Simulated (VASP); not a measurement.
# CS2 in VASP: notebook

Runs on CS2. Level: PBE+D3(BJ). Tasks: single point.

Program: VASP 6.6.1. These are calculated values, not measurements. Logs are shortened: lines on timing, memory, paths and dates and some standing lists are left out, and cuts for length are marked.

## 1. The cell of the first run

The cell holds a disordered packing, 24 atoms: a = 9.583 Å, b = 9.583 Å, c = 9.583 Å, α = 90.00°, β = 90.00°, γ = 90.00°.

## 2. Single point, PBE+D3(BJ)

Input file INCAR:

```
SYSTEM = CS2
  PREC = Accurate
  ENCUT = 1000
  EDIFF = 1E-6
  ISMEAR = -1
  SIGMA = 0.05
  LREAL = Auto
  LASPH = .TRUE.
  NELM = 120
  ALGO = Normal
  ISIF = 2
  LWAVE = .FALSE.
  LCHARG = .TRUE.
  GGA = PE
  IVDW = 12
  LELF = .TRUE.
  LVHAR = .TRUE.
  NBANDS = 82
  GGA_COMPAT = .FALSE.
```

Input file KPOINTS:

```
regular mesh
0
G
  1 1 1
  0 0 0
```

Input file POSCAR:

```
CS2
1.0
    9.5828400000      0.0000000000      0.0000000000
    0.0000000000      9.5828400000      0.0000000000
    0.0000000000      0.0000000000      9.5828400000
S C
16 8
Direct
    0.0512895968      0.9803565540      0.8937329643
    0.2231593139      0.7431826056      0.7594095279
    0.3929315318      0.5097653723      0.4143865493
    0.5051529609      0.5248026681      0.1067428862
    0.8574389221      0.9157827951      0.5249800685
    0.5520075468      0.8120974575      0.5670239720
    0.6968184797      0.4793464151      0.7351787153
    0.7507482124      0.2328119848      0.9441146883
    0.8988880123      0.6373267215      0.0279979630
    1.1298842514      0.4251244934      0.1120022874
    0.3261976617      0.9034482471      0.1812615049
    0.6513830973      0.9432589921      0.1495068268
    0.7651593891      0.3069340613      0.3448664488
    0.9485601346      0.5538650337      0.4527780908
    0.1424316800      0.3288064916      0.7539414203
    0.4125916743      0.1696156880      0.6693735886
    0.1365461596      0.8594320682      0.8321750128
    0.4633281992      0.5121341899      0.2674468112
    0.7070242225      0.8531186997      0.5371267808
    0.7242946767      0.3533190578      0.8355351858
    1.0159514298      0.5353840824      0.0710227866
    0.4869328925      0.9386048395      0.1526061168
    0.8545483385      0.4337127616      0.3972100129
    0.2800839835      0.2507607348      0.7154455255
```

Potentials or basis: VASP PAW PBE potentials, release 64 (S, C_h).

Command:

```
cat potpaw_PBE.64/S/POTCAR potpaw_PBE.64/C_h/POTCAR > POTCAR
mpirun -np 1 vasp_gam > vasp.out
```

OUTCAR:

```text
SYSTEM = CS2
   PREC = Accurate
   ENCUT = 1000
   EDIFF = 1E-6
   ISMEAR = -1
   LREAL = Auto
   LASPH = .TRUE.
   NELM = 120
   ISIF = 2
   GGA = PE
   IVDW = 12
 IVDW          = 12

 ion  position               nearest neighbor table
   1  0.051  0.980  0.894-  17 1.54
   2  0.223  0.743  0.759-  17 1.55
   3  0.393  0.510  0.414-  18 1.56
   4  0.505  0.525  0.107-  18 1.60
   5  0.857  0.916  0.525-  19 1.57
   6  0.552  0.812  0.567-  19 1.56
[... 8 lines left out ...]
  15  0.142  0.329  0.754-  24 1.56
  16  0.413  0.170  0.669-  24 1.55
  17  0.137  0.859  0.832-   1 1.54   2 1.55
  18  0.463  0.512  0.267-   3 1.56   4 1.60
  19  0.707  0.853  0.537-   6 1.56   5 1.57
  20  0.724  0.353  0.836-   7 1.57   8 1.57
  21  0.016  0.535  0.071-   9 1.54  10 1.57
  22  0.487  0.939  0.153-  12 1.58  11 1.60
  23  0.855  0.434  0.397-  14 1.56  13 1.57
  24  0.280  0.251  0.715-  16 1.55  15 1.56

  LATTYP: Found a simple cubic cell.
 ALAT       =     9.5828400000

  Lattice vectors:

 A1 = (   9.5828400000,   0.0000000000,   0.0000000000)
 A2 = (   0.0000000000,   9.5828400000,   0.0000000000)
 A3 = (   0.0000000000,   0.0000000000,   9.5828400000)

Analysis of symmetry for initial positions (statically):
=====================================================================
 Subroutine PRICEL returns:
 Original cell was already a primitive cell.

 Routine SETGRP: Setting up the symmetry group for a
 simple cubic supercell.

 Subroutine GETGRP returns: Found  1 space group operations
 (whereof  1 operations were pure point group operations)
 out of a pool of 48 trial point group operations.

The static configuration has the point symmetry C_1 .

Analysis of symmetry for dynamics (positions and initial velocities):
=====================================================================
 Subroutine PRICEL returns:
 Original cell was already a primitive cell.

 Routine SETGRP: Setting up the symmetry group for a
 simple cubic supercell.

 Subroutine GETGRP returns: Found  1 space group operations
 (whereof  1 operations were pure point group operations)
 out of a pool of 48 trial point group operations.

The dynamic configuration has the point symmetry C_1 .

 Subroutine INISYM returns: Found  1 space group operations
 (whereof  1 operations are pure point group operations),
 and found     1 'primitive' translations

----------------------------------------------------------------------------------------

                                     Primitive cell

  volume of cell :     880.0001

  direct lattice vectors                    reciprocal lattice vectors
     9.582840000  0.000000000  0.000000000     0.104353198  0.000000000  0.000000000
     0.000000000  9.582840000  0.000000000     0.000000000  0.104353198  0.000000000
     0.000000000  0.000000000  9.582840000     0.000000000  0.000000000  0.104353198

  length of vectors
     9.582840000  9.582840000  9.582840000     0.104353198  0.104353198  0.104353198

  position of ions in fractional coordinates (direct lattice)
     0.051289597  0.980356554  0.893732964
     0.223159314  0.743182606  0.759409528
     0.392931532  0.509765372  0.414386549
     0.505152961  0.524802668  0.106742886
     0.857438922  0.915782795  0.524980068
     0.552007547  0.812097458  0.567023972
[... 16 lines left out ...]
     0.854548339  0.433712762  0.397210013
     0.280083983  0.250760735  0.715445526

  ion indices of the primitive-cell ions
   primitive index   ion index
                 1           1
                 2           2
                 3           3
                 4           4
                 5           5
                 6           6
[... 16 lines left out ...]
                23          23
                24          24

----------------------------------------------------------------------------------------

 KPOINTS: regular mesh

Automatic generation of k-mesh.
 Grid dimensions read from file:
 generate k-points for:    1    1    1

 Generating k-lattice:

  Cartesian coordinates                     Fractional coordinates (reciprocal lattice)
     0.104353198  0.000000000  0.000000000     1.000000000  0.000000000  0.000000000
     0.000000000  0.104353198  0.000000000     0.000000000  1.000000000  0.000000000
     0.000000000  0.000000000  0.104353198     0.000000000  0.000000000  1.000000000

  Length of vectors
     0.104353198  0.104353198  0.104353198

  Shift w.r.t. Gamma in fractional coordinates (k-lattice)
     0.000000000  0.000000000  0.000000000

 Subroutine IBZKPT returns following result:
 ===========================================

 Found      1 irreducible k-points:

 Following reciprocal coordinates:
            Coordinates               Weight
  0.000000  0.000000  0.000000      1.000000
   k-points           NKPTS =      1   k-points in BZ     NKDIM =      1   number of bands    NBANDS=     82
   number of dos      NEDOS =    301   number of ions     NIONS =     24
   total plane-waves  NPLWV = ******
   dimension x,y,z NGX =   100 NGY =  100 NGZ =  100
   dimension x,y,z NGXF=   200 NGYF=  200 NGZF=  200
   ions per type =              16   8
   NGX,Y,Z   is equivalent  to a cutoff of  17.35, 17.35, 17.35 a.u.
   NGXF,Y,Z  is equivalent  to a cutoff of  34.70, 34.70, 34.70 a.u.
 SYSTEM =  CS2
   PREC   = accura    normal or accurate (medium, high low for compatibility)
   ISTART =      0    job   : 0-new  1-cont  2-samecut
   ICHARG =      2    charge: 1-file 2-atom 10-const
   ISPIN  =      1    spin polarized calculation?
   LNONCOLLINEAR =      F non collinear calculations
   LSORBIT =      F    spin-orbit coupling
   LASPH  =      T    aspherical Exc in radial PAW
   ENCUT  = 1000.0 eV  73.50 Ry    8.57 a.u.  24.71 24.71 24.71*2*pi/ulx,y,z
   NELM   =    120;   NELMIN=  2; NELMDL= -5     # of ELM steps
   EDIFF  = 0.1E-05   stopping-criterion for ELM
   LREAL  =      T    real-space projection
   EDIFFG = 0.1E-04   stopping-criterion for IOM
   NSW    =      0    number of steps for IOM
   IBRION =     -1    ionic relax: 0-MD 1-quasi-New 2-CG
   NFREE  =      0    steps in history (QN), initial steepest desc. (CG)
   ISIF   =      2    stress and relaxation
   ISYM   =      2    0-nonsym 1-usesym 2-fastsym
   POTIM  = 0.5000    time-step for ionic-motion
   TEBEG  =    0.0;   TEEND  =   0.0 temperature during run
   PSTRESS=    0.0 pullay stress
   NELECT =     128.0000    total number of electrons
   NUPDOWN=      -1.0000    fix difference up-down
   EMIN   =  10.00;   EMAX   =-10.00  energy-range for DOS
   EFERMI =   0.00;   METHOD = LEGACY
   ISMEAR =    -1;   SIGMA  =   0.05  broadening in eV -4-tet -1-fermi 0-gaus
   EFERMI_NEDOS =   21; number of points for ismear=-14 and -15
   IALGO  =     38    algorithm
   IMIX   =      4    mixing-type and parameters
     AMIX     =   0.40;   BMIX     =  1.00
     AMIX_MAG =   1.60;   BMIX_MAG =  1.00
  volume/ion in A,a.u.               =      36.67       247.44
  Fermi-wavevector in a.u.,A,eV,Ry     =   0.860962  1.626982 10.085391  0.741255
  Thomas-Fermi vector in A             =   1.978545
   LORBIT       =      0    0 simple, 1 ext, 2 COOP (PROOUT), +10 PAW based schemes
   GGA     = PE    functional components
   LHFCALC =     F    Hartree Fock is set to
   AEXX    =    0.0000 exact exchange contribution
   IVDW    =    12    specifies the selected vdW correction
   LEPSILON=     F    determine dielectric tensor
   LRPA    =     F    only Hartree local field effects (RPA)
 non-spin polarized calculation
  energy-cutoff  :     1000.00
  volume of cell :      880.00
 maximum number of plane-waves:     31539
 NGX is ok and might be reduce to    98
   NGX = 49   NGY = 49   NGZ = 49

 number of electron     127.9999999 magnetization

 Free energy of the ion-electron system (eV)
  ---------------------------------------------------
  ext. energy  EPLUGINS =         0.00000000
  ---------------------------------------------------
  free energy    TOTEN  =      -132.97098719 eV

  energy without entropy =     -132.97098719  energy(sigma->0) =     -132.97098719

 E-fermi :  -0.8488     XC(G=0):  -6.0771

 val. band max:       -2.0503552011   @ k =   0.0000   0.0000   0.0000
 cond. band min:       1.0487376695   @ k =   0.0000   0.0000   0.0000
 fundamental gap:      3.0990928706
 Fermi energy:        -0.8487809104

 k-point     1 :       0.0000    0.0000    0.0000
  band No.  band energies     occupation
      1     -17.1395      2.00000
      2     -17.0420      2.00000
      3     -16.9744      2.00000
      4     -16.9395      2.00000
      5     -16.8747      2.00000
      6     -16.8517      2.00000
[... 68 lines left out ...]
     75       1.5883      0.00000
     76       1.6437      0.00000
 [bands above 76 left out]

------------------------ aborting loop because EDIFF is reached ----------------------------------------

 Edisp (eV)   -2.60310

 E8    (eV) :    -0.8704

  FORCE on cell =-STRESS in cart. coord.  units (eV):
  Direction    XX          YY          ZZ          XY          YZ          ZX
  --------------------------------------------------------------------------------------
  -------------------------------------------------------------------------------------
  Total      -7.18820    -2.91580    -5.27506    -1.67004     1.77952     0.50221
  in kB     -13.08725    -5.30867    -9.60407    -3.04057     3.23990     0.91434
  external pressure =       -9.33 kB  Pullay stress =        0.00 kB

 VOLUME and BASIS-vectors are now :
 -----------------------------------------------------------------------------
  energy-cutoff  :     1000.00
  volume of cell :      880.00
      direct lattice vectors                 reciprocal lattice vectors
     9.582840000  0.000000000  0.000000000     0.104353198  0.000000000  0.000000000
     0.000000000  9.582840000  0.000000000     0.000000000  0.104353198  0.000000000
     0.000000000  0.000000000  9.582840000     0.000000000  0.000000000  0.104353198

 POSITION                                       TOTAL-FORCE (eV/Angst)
 -----------------------------------------------------------------------------------
      0.49150      9.39460      8.56450        -0.524450      0.662445      0.473684
      2.13850      7.12180      7.27730         0.092232     -0.291784      0.041882
      3.76540      4.88500      3.97100         0.434086     -0.192274     -0.140802
      4.84080      5.02910      1.02290        -0.037691     -0.219797      1.656912
      8.21670      8.77580      5.03080        -0.290760     -0.352805     -0.197826
      5.28980      7.78220      5.43370         0.372539     -0.165707     -0.295457
[... 16 lines left out ...]
      8.18900      4.15620      3.80640        -0.083366     -0.553763     -0.046497
      2.68400      2.40300      6.85600        -0.389869      0.052764     -0.164846
 -----------------------------------------------------------------------------------
    total drift:                                0.000680     -0.036113     -0.009410

  FREE ENERGIE OF THE ION-ELECTRON SYSTEM (eV)
  ---------------------------------------------------
  free  energy   TOTEN  =      -135.5740822605 eV

  energy  without entropy=     -135.5740822604  energy(sigma->0) =     -135.57408226
```

Wall time 4.8 min (1 thread of Intel Xeon Platinum 8488C (Sapphire Rapids), shared host); peak memory 1.6 GiB.

Results:

```
Free energy                : -135.5741 eV
Pressure                   : -0.9 GPa
Largest force              : 1.974 eV/Å
Dispersion energy per atom : -0.108 eV
```

Forces in eV/Å, atoms in the order of the input:
```
S   -0.524  0.662  0.474
S    0.092 -0.292  0.042
S    0.434 -0.192 -0.141
S   -0.038 -0.220  1.657
S   -0.291 -0.353 -0.198
S    0.373 -0.166 -0.295
S    0.064 -0.543  0.225
S   -0.136  0.632 -0.682
S   -0.364  0.414 -0.061
S   -0.374  0.523 -0.109
S    1.729  0.737 -0.603
S   -0.952  0.274 -0.234
S    0.222  0.500  0.177
S   -0.097 -0.018 -0.055
S    0.227  0.036  0.031
S    0.157 -0.054  0.080
C    0.448 -0.399 -0.587
C   -0.436  0.400 -1.573
C   -0.051  0.664  0.489
C    0.055 -0.073  0.408
C    0.704 -0.946  0.238
C   -0.769 -1.085  0.928
C   -0.083 -0.554 -0.046
C   -0.390  0.053 -0.165
```

Stress tensor (GPa, compression positive):
```
-1.31 -0.30  0.09
-0.30 -0.53  0.32
 0.09  0.32 -0.96
```

Caveat: the k points lie up to 0.66 Å⁻¹ apart; the atoms stand as in a frame of molecular dynamics.

(Part 1 of 2 ends here.)
